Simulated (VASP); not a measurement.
# TiSe2 (P-3m1) in VASP: notebook

Runs on TiSe2. Level: PBE+D3(BJ). Tasks: relaxation of shape and atoms at fixed volume.

Program: VASP 6.6.1. These are calculated values, not measurements. Logs are shortened: lines on timing, memory, paths and dates and some standing lists are left out, and cuts for length are marked.

## 1. The cell of the first run

Symmetry: P-3m1, No. 164, trigonal system. The conventional cell has a = 3.446 Å, b = 3.446 Å, c = 5.814 Å, α = 90.00°, β = 90.00°, γ = 120.00°. Within 3.3 Å of Ti (site symmetry -3m) lie 6 Se at 2.51 Å. Within 3.5 Å of Se (site symmetry 3m) lie 3 Ti at 2.51 Å and 9 Se at 3.38 to 3.45 Å.

## 2. Relaxation of shape and atoms at fixed volume, PBE+D3(BJ) (19.92 Å³/atom)

Contents of INCAR:

```
SYSTEM = TiSe2
ALGO     = Normal         ! electronic algorithm
EDIFF    = 1E-7           ! SCF threshold, eV
EDIFFG   = -0.01          ! ionic threshold
ENCUT    = 500            ! plane-wave cutoff, eV
GGA      = PE             ! functional
GGA_COMPAT= .False.      
IBRION   = 2              ! ionic algorithm
ISIF     = 4              ! what is computed and relaxed
ISMEAR   = 0              ! smearing method
IVDW     = 12             ! dispersion correction
LASPH    = .True.         ! aspherical terms in the spheres
LCHARG   = .False.        ! write CHGCAR
LREAL    = .False.        ! projectors in reciprocal space
LWAVE    = .False.        ! write WAVECAR
NELM     = 120            ! most SCF steps
NELMIN   = 4            
NSW      = 50             ! ionic steps
PREC     = Accurate       ! precision mode
SIGMA    = 0.1            ! smearing width, eV
```

Contents of KPOINTS:

```
k-points
0
Gamma
  15 15 8
  0 0 0
```

Contents of POSCAR:

```
TiSe2
1.0
    3.4455530046      0.0000000000      0.0000000000
   -1.7227765023      2.9839364321      0.0000000000
    0.0000000000      0.0000000000      5.8138285690
Ti Se
1 2
Direct
    0.0000000000      0.0000000000      0.0000000000
    0.3333333333      0.6666666667      0.2646670002
    0.6666666667      0.3333333333      0.7353329998
```

Potentials or basis: VASP PAW PBE potentials, release 64 (Ti_sv, Se).

On the command line:

```sh
$ cat potpaw_PBE.64/Ti_sv/POTCAR potpaw_PBE.64/Se/POTCAR > POTCAR
$ mpirun -np 1 vasp_std > vasp.out
```

OUTCAR:

```text
SYSTEM = TiSe2
   EDIFF = 1E-7
   EDIFFG = -0.01
   ENCUT = 500
   GGA = PE
   IBRION = 2
   ISIF = 4
   ISMEAR = 0
   IVDW = 12
   LASPH = .True.
   LREAL = .False.
   NELM = 120
   NELMIN = 4
   NSW = 50
   PREC = Accurate
 IVDW          = 12

 ion  position               nearest neighbor table
   1  0.000  0.000  0.000-   2 2.51   3 2.51   3 2.51   2 2.51   3 2.51   2 2.51
   2  0.333  0.667  0.265-   1 2.51   1 2.51   1 2.51
   3  0.667  0.333  0.735-   1 2.51   1 2.51   1 2.51

  LATTYP: Found a hexagonal cell.
 ALAT       =     3.4455530046
 C/A-ratio  =     1.6873426591

  Lattice vectors:

 A1 = (   3.4455530046,   0.0000000000,   0.0000000000)
 A2 = (  -1.7227765023,   2.9839364321,   0.0000000000)
 A3 = (   0.0000000000,   0.0000000000,   5.8138285690)

Analysis of symmetry for initial positions (statically):
=====================================================================
 Subroutine PRICEL returns:
 Original cell was already a primitive cell.

 Routine SETGRP: Setting up the symmetry group for a
 hexagonal supercell.

 Subroutine GETGRP returns: Found 12 space group operations
 (whereof 12 operations were pure point group operations)
 out of a pool of 24 trial point group operations.

The static configuration has the point symmetry D_3d.

Analysis of symmetry for dynamics (positions and initial velocities):
=====================================================================
 Subroutine PRICEL returns:
 Original cell was already a primitive cell.

 Routine SETGRP: Setting up the symmetry group for a
 hexagonal supercell.

 Subroutine GETGRP returns: Found 12 space group operations
 (whereof 12 operations were pure point group operations)
 out of a pool of 24 trial point group operations.

The dynamic configuration has the point symmetry D_3d.

 Subroutine INISYM returns: Found 12 space group operations
 (whereof 12 operations are pure point group operations),
 and found     1 'primitive' translations

----------------------------------------------------------------------------------------

                                     Primitive cell

  volume of cell :      59.7738

  direct lattice vectors                    reciprocal lattice vectors
     3.445553005  0.000000000  0.000000000     0.290229173  0.167563891  0.000000000
    -1.722776502  2.983936432  0.000000000     0.000000000  0.335127783  0.000000000
     0.000000000  0.000000000  5.813828569     0.000000000  0.000000000  0.172003696

  length of vectors
     3.445553005  3.445553005  5.813828569     0.335127783  0.335127783  0.172003696

  position of ions in fractional coordinates (direct lattice)
     0.000000000  0.000000000  0.000000000
     0.333333333  0.666666667  0.264667000
     0.666666667  0.333333333  0.735333000

  ion indices of the primitive-cell ions
   primitive index   ion index
                 1           1
                 2           2
                 3           3

----------------------------------------------------------------------------------------

 KPOINTS: k-points

Automatic generation of k-mesh.
 Grid dimensions read from file:
 generate k-points for:   15   15    8

 Generating k-lattice:

  Cartesian coordinates                     Fractional coordinates (reciprocal lattice)
     0.019348612  0.011170926  0.000000000     0.066666667  0.000000000  0.000000000
     0.000000000  0.022341852  0.000000000     0.000000000  0.066666667  0.000000000
     0.000000000  0.000000000  0.021500462     0.000000000  0.000000000  0.125000000

  Length of vectors
     0.022341852  0.022341852  0.021500462

  Shift w.r.t. Gamma in fractional coordinates (k-lattice)
     0.000000000  0.000000000  0.000000000

 Subroutine IBZKPT returns following result:
 ===========================================

 Found    192 irreducible k-points:

 Following reciprocal coordinates:
            Coordinates               Weight
  0.000000  0.000000  0.000000      1.000000
  0.066667  0.000000  0.000000      6.000000
  0.133333  0.000000  0.000000      6.000000
  0.200000  0.000000  0.000000      6.000000
  0.266667  0.000000  0.000000      6.000000
  0.333333  0.000000  0.000000      6.000000
[... 16 lines left out ...]
  0.333333  0.200000  0.000000     12.000000
  0.400000  0.200000  0.000000      6.000000
 [... further k-points ...]
   k-points           NKPTS =    192   k-points in BZ     NKDIM =    192   number of bands    NBANDS=     16
   number of dos      NEDOS =    301   number of ions     NIONS =      3
   total plane-waves  NPLWV =  32928
   dimension x,y,z NGX =    28 NGY =   28 NGZ =   42
   dimension x,y,z NGXF=    56 NGYF=   56 NGZF=   84
   ions per type =               1   2
   NGX,Y,Z   is equivalent  to a cutoff of  13.51, 13.51, 12.01 a.u.
   NGXF,Y,Z  is equivalent  to a cutoff of  27.02, 27.02, 24.02 a.u.
 SYSTEM =  TiSe2
   PREC   = accura    normal or accurate (medium, high low for compatibility)
   ISTART =      0    job   : 0-new  1-cont  2-samecut
   ICHARG =      2    charge: 1-file 2-atom 10-const
   ISPIN  =      1    spin polarized calculation?
   LNONCOLLINEAR =      F non collinear calculations
   LSORBIT =      F    spin-orbit coupling
   LASPH  =      T    aspherical Exc in radial PAW
   ENCUT  =  500.0 eV  36.75 Ry    6.06 a.u.   6.28  6.28 10.60*2*pi/ulx,y,z
   NELM   =    120;   NELMIN=  4; NELMDL= -5     # of ELM steps
   EDIFF  = 0.1E-06   stopping-criterion for ELM
   LREAL  =      F    real-space projection
   EDIFFG = -.1E-01   stopping-criterion for IOM
   NSW    =     50    number of steps for IOM
   IBRION =      2    ionic relax: 0-MD 1-quasi-New 2-CG
   NFREE  =      1    steps in history (QN), initial steepest desc. (CG)
   ISIF   =      4    stress and relaxation
   ISYM   =      2    0-nonsym 1-usesym 2-fastsym
   POTIM  = 0.5000    time-step for ionic-motion
   TEBEG  =    0.0;   TEEND  =   0.0 temperature during run
   PSTRESS=    0.0 pullay stress
   NELECT =      24.0000    total number of electrons
   NUPDOWN=      -1.0000    fix difference up-down
   EMIN   =  10.00;   EMAX   =-10.00  energy-range for DOS
   EFERMI =   0.00;   METHOD = LEGACY
   ISMEAR =     0;   SIGMA  =   0.10  broadening in eV -4-tet -1-fermi 0-gaus
   EFERMI_NEDOS =   21; number of points for ismear=-14 and -15
   IALGO  =     38    algorithm
   IMIX   =      4    mixing-type and parameters
     AMIX     =   0.40;   BMIX     =  1.00
     AMIX_MAG =   1.60;   BMIX_MAG =  1.00
  volume/ion in A,a.u.               =      19.92       134.46
  Fermi-wavevector in a.u.,A,eV,Ry     =   1.207744  2.282306 19.846088  1.458646
  Thomas-Fermi vector in A             =   2.343373
   LORBIT       =      0    0 simple, 1 ext, 2 COOP (PROOUT), +10 PAW based schemes
   GGA     = PE    functional components
   LHFCALC =     F    Hartree Fock is set to
   AEXX    =    0.0000 exact exchange contribution
   IVDW    =    12    specifies the selected vdW correction
   LEPSILON=     F    determine dielectric tensor
   LRPA    =     F    only Hartree local field effects (RPA)
 conjugate gradient relaxation of ions
 non-spin polarized calculation
 Gauss-broadening in eV      SIGMA  =   0.10
  energy-cutoff  :      500.00
  volume of cell :       59.77
 maximum number of plane-waves:      1539
 NGX is ok and might be reduce to    28
   NGX = 13   NGY = 13   NGZ = 21

--------------------------------------- Ionic step        1  -------------------------------------------

 number of electron      23.9999999 magnetization

 Free energy of the ion-electron system (eV)
  ---------------------------------------------------
  ext. energy  EPLUGINS =         0.00000000
  ---------------------------------------------------
  free energy    TOTEN  =       -18.06508035 eV

  energy without entropy =      -18.06053880  energy(sigma->0) =      -18.06280957

------------------------ aborting loop because EDIFF is reached ----------------------------------------

 Edisp (eV)   -1.39247

 E8    (eV) :    -0.6038

  FORCE on cell =-STRESS in cart. coord.  units (eV):
  Direction    XX          YY          ZZ          XY          YZ          ZX
  --------------------------------------------------------------------------------------
  -------------------------------------------------------------------------------------
  Total       1.08890     1.08890     1.18174     0.00000     0.00000     0.00000
  in kB      29.18697    29.18697    31.67538     0.00000     0.00000     0.00000
  external pressure =       30.02 kB  Pullay stress =        0.00 kB
[... 145 lines left out ...]
  energy  without entropy=      -19.4617734840  energy(sigma->0) =      -19.46412960

--------------------------------------- Ionic step        5  -------------------------------------------

 number of electron      24.0000001 magnetization

 Free energy of the ion-electron system (eV)
  ---------------------------------------------------
  ext. energy  EPLUGINS =         0.00000000
  ---------------------------------------------------
  free energy    TOTEN  =       -18.07338277 eV

  energy without entropy =      -18.06873241  energy(sigma->0) =      -18.07105759

 E-fermi :   5.7000     XC(G=0): -10.4613

 val. band max:        5.6935424046   @ k =   0.4667   0.0667   0.5000
 cond. band min:       5.7173408024   @ k =   0.4667   0.0000   0.2500
 fundamental gap:      0.0237983978
 Fermi energy:         5.7000320052

 k-point     1 :       0.0000    0.0000    0.0000
  band No.  band energies     occupation
      1     -51.7541      2.00000
      2     -27.9938      2.00000
      3     -27.9752      2.00000
      4     -27.9752      2.00000
      5      -8.6581      2.00000
      6      -6.9085      2.00000
[... 8 lines left out ...]
     15       6.3893      0.00000
     16       9.0082      0.00000
[... 420 lines left out ...]
  band No.  band energies     occupation
      1     -51.7430      2.00000
      2     -28.0742      2.00000
      3     -28.0255      2.00000
      4     -27.9666      2.00000
      5      -6.7178      2.00000
      6      -6.5986      2.00000
[... 8 lines left out ...]
     15       7.5759      0.00000
     16       8.5151      0.00000

 [... further k-points ...]

------------------------ aborting loop because EDIFF is reached ----------------------------------------

 Edisp (eV)   -1.39347

 E8    (eV) :    -0.6044

  FORCE on cell =-STRESS in cart. coord.  units (eV):
  Direction    XX          YY          ZZ          XY          YZ          ZX
  --------------------------------------------------------------------------------------
  -------------------------------------------------------------------------------------
  Total       0.53895     0.53895     0.54152    -0.00000    -0.00000     0.00000
  in kB      14.44615    14.44615    14.51482    -0.00000    -0.00000     0.00000
  external pressure =       14.47 kB  Pullay stress =        0.00 kB
[... 18 lines left out ...]
  FREE ENERGIE OF THE ION-ELECTRON SYSTEM (eV)
  ---------------------------------------------------
  free  energy   TOTEN  =       -19.4668550529 eV

  energy  without entropy=      -19.4622046906  energy(sigma->0) =      -19.46452987

 reached required accuracy - stopping structural energy minimisation
```

Wall time 7 min (1 thread of Oxide Virtual Turin-like, shared host); peak memory 0.3 GiB.

Results:

- Free energy: -19.4669 eV
- Energy gained by relaxing: 3.1 meV/atom
- Ionic steps: 5
- Pressure after relaxing: 1.4 GPa
- Band gap on the k mesh: zero (bands 12 and 13 overlap by 0.81 eV)
- Dispersion energy per atom: -0.464 eV

The path:
```csv
step,energy change (eV),largest force (eV/Å),pressure (GPa),volume (Å³)
1,0.0000,0.3348,3.00,59.77
2,-0.0072,0.1160,2.07,59.77
3,-0.0081,0.0073,1.61,59.77
4,-0.0089,0.0041,1.54,59.77
5,-0.0093,0.0006,1.45,59.77
```

Final structure:
```
CELL_PARAMETERS angstrom
3.45619 0.00000 0.00000
-1.72809 2.99315 0.00000
0.00000 0.00000 5.77810
ATOMIC_POSITIONS crystal
Ti 0.00000 0.00000 0.00000
Se 0.33333 0.66667 0.26964
Se 0.66667 0.33333 0.73036
```

Levels at points of the mesh, in eV from the Fermi level:
```
           k point  band 8  band 9  band 10  band 11  band 12  band 13  band 14  band 15  band 16
(0.00, 0.00, 0.00)   -2.22   -2.22     0.51     0.56     0.56     0.57     0.69     0.69     3.31
(0.00, 0.00, 0.50)   -3.03   -2.12    -2.12     0.31     0.31     0.53     0.53     1.34     3.84
```

## 3. Relaxation of shape and atoms at fixed volume, PBE+D3(BJ) (21.16 Å³/atom)

This run uses another cell than the first one, of 21.16 Å³/atom.

Contents of INCAR:

```
SYSTEM = TiSe2
PREC = Accurate
ENCUT = 500
EDIFF = 1E-7
ISMEAR = 0
SIGMA = 0.1
LREAL = .FALSE.
LASPH = .TRUE.
NELM = 120
ALGO = Normal
ISIF = 4
LWAVE = .FALSE.
LCHARG = .FALSE.
GGA = PE
IVDW = 12
IBRION = 2
NSW = 50
EDIFFG = -0.01
GGA_COMPAT = .FALSE.
NELMIN = 4
```

Contents of KPOINTS:

```
regular mesh
0
G
  15 15 8
  0 0 0
```

Contents of POSCAR:

```
TiSe2
1.0
    3.5151788949      0.0000000000      0.0000000000
   -1.7575894474      3.0442342218      0.0000000000
    0.0000000000      0.0000000000      5.9313113037
Ti Se
1 2
Direct
    0.0000000000      0.0000000000      0.0000000000
    0.3333333333      0.6666666667      0.2646670002
    0.6666666667      0.3333333333      0.7353329998
```

Potentials or basis: VASP PAW PBE potentials, release 64 (Ti_sv, Se).

On the command line:

```sh
$ cat potpaw_PBE.64/Ti_sv/POTCAR potpaw_PBE.64/Se/POTCAR > POTCAR
$ mpirun -np 1 vasp_std > vasp.out
```

OUTCAR:

```text
SYSTEM = TiSe2
   PREC = Accurate
   ENCUT = 500
   EDIFF = 1E-7
   ISMEAR = 0
   LREAL = .FALSE.
   LASPH = .TRUE.
   NELM = 120
   ISIF = 4
   GGA = PE
   IVDW = 12
   IBRION = 2
   NSW = 50
   EDIFFG = -0.01
   NELMIN = 4
 IVDW          = 12

 ion  position               nearest neighbor table
   1  0.000  0.000  0.000-   2 2.57   3 2.57   2 2.57   3 2.57   3 2.57   2 2.57
   2  0.333  0.667  0.265-   1 2.57   1 2.57   1 2.57
   3  0.667  0.333  0.735-   1 2.57   1 2.57   1 2.57

  LATTYP: Found a hexagonal cell.
 ALAT       =     3.5151788949
 C/A-ratio  =     1.6873426591

  Lattice vectors:

 A1 = (   3.5151788949,   0.0000000000,   0.0000000000)
 A2 = (  -1.7575894474,   3.0442342218,   0.0000000000)
 A3 = (   0.0000000000,   0.0000000000,   5.9313113037)

[... 181 lines left out ...]

 Edisp (eV)   -1.31035

 E8    (eV) :    -0.5686
[... 155 lines left out ...]
--------------------------------------- Ionic step        5  -------------------------------------------

 number of electron      24.0000001 magnetization

 Free energy of the ion-electron system (eV)
  ---------------------------------------------------
  ext. energy  EPLUGINS =         0.00000000
  ---------------------------------------------------
  free energy    TOTEN  =       -18.15978224 eV

  energy without entropy =      -18.15534883  energy(sigma->0) =      -18.15756553

 E-fermi :   5.0442     XC(G=0): -10.1323

 val. band max:        5.0286983312   @ k =   0.0000   0.3333   0.2500
 cond. band min:       5.0468904191   @ k =   0.0000   0.3333   0.3750
 fundamental gap:      0.0181920879
 Fermi energy:         5.0442127835

 k-point     1 :       0.0000    0.0000    0.0000
  band No.  band energies     occupation
      1     -52.5222      2.00000
      2     -28.7491      2.00000
      3     -28.7381      2.00000
      4     -28.7381      2.00000
      5      -9.0073      2.00000
      6      -7.5333      2.00000
[... 433 lines left out ...]
      3     -28.7811      2.00000
      4     -28.7262      2.00000
      5      -7.2557      2.00000
      6      -7.1862      2.00000
[... 8 lines left out ...]
     15       6.7676      0.00000
     16       7.7334      0.00000

 [... further k-points ...]

------------------------ aborting loop because EDIFF is reached ----------------------------------------

 Edisp (eV)   -1.30947

 E8    (eV) :    -0.5681
[... 26 lines left out ...]
  FREE ENERGIE OF THE ION-ELECTRON SYSTEM (eV)
  ---------------------------------------------------
  free  energy   TOTEN  =       -19.4692517852 eV

  energy  without entropy=      -19.4648183743  energy(sigma->0) =      -19.46703508

 reached required accuracy - stopping structural energy minimisation
```

OSZICAR:

```text
N       E                     dE             d eps       ncg     rms          rms(c)
DAV:   1     0.195670203565E+03    0.19567E+03   -0.11446E+04  6152   0.144E+03
DAV:   2    -0.135479511319E+01   -0.19702E+03   -0.19507E+03  6680   0.364E+02
DAV:   3    -0.206741150001E+02   -0.19319E+02   -0.18873E+02  9776   0.102E+02
[... 46 lines left out ...]
DAV:   4    -0.181597888769E+02    0.67211E-03   -0.29580E-03  7688   0.363E-01    0.401E-02
DAV:   5    -0.181597821522E+02    0.67248E-05   -0.13861E-04  6648   0.960E-02    0.134E-02
DAV:   6    -0.181597819693E+02    0.18282E-06   -0.99926E-06  8200   0.246E-02    0.514E-03
DAV:   7    -0.181597821488E+02   -0.17951E-06   -0.12378E-06  7576   0.961E-03    0.169E-03
DAV:   8    -0.181597822383E+02   -0.89457E-07   -0.19464E-07  4496   0.402E-03
   5 F= -.19469252E+02 E0= -.19467035E+02  d E =-.132059E-02
```

Run time: 5.6 min. Hardware: 1 thread of Oxide Virtual Turin-like, shared host; peak memory 0.32 GiB.

Results:

```
Free energy                  : -19.4693 eV
Energy gained by relaxing    : 2.5 meV/atom
Ionic steps                  : 5
Pressure after relaxing      : -1.1 GPa
Largest force after relaxing : 0.003 eV/Å
Band gap on the k mesh       : zero (bands 12 and 13 overlap by 0.69 eV)
Dispersion energy per atom   : -0.436 eV
```

Forces in eV/Å, atoms in the order of the input:
```
Ti   0.000  0.000  0.000
Se   0.000  0.000  0.003
Se   0.000  0.000 -0.003
```

The path:
```tsv
step	energy change (eV)	largest force (eV/Å)	pressure (GPa)	volume (Å³)
1	0.0000	0.2733	-2.41	63.47
2	-0.0051	0.1162	-1.77	63.47
3	-0.0061	0.0099	-1.32	63.47
4	-0.0069	0.0045	-1.22	63.47
5	-0.0074	0.0035	-1.05	63.47
```

Final structure:
```cif
data_structure
_symmetry_space_group_name_H-M 'P 1'
_symmetry_Int_Tables_number 1
_cell_length_a 3.5030
_cell_length_b 3.5030
_cell_length_c 5.9726
_cell_angle_alpha 90.000
_cell_angle_beta 90.000
_cell_angle_gamma 120.000
_cell_volume 63.47
loop_
_atom_site_label
_atom_site_type_symbol
_atom_site_fract_x
_atom_site_fract_y
_atom_site_fract_z
_atom_site_occupancy
Ti1 Ti 0.00000 0.00000 0.00000 1
Se1 Se 0.33333 0.66667 0.25990 1
Se2 Se 0.66667 0.33333 0.74010 1
```

The gap in the log of VASP goes by the Fermi energy; the results here count the filled bands.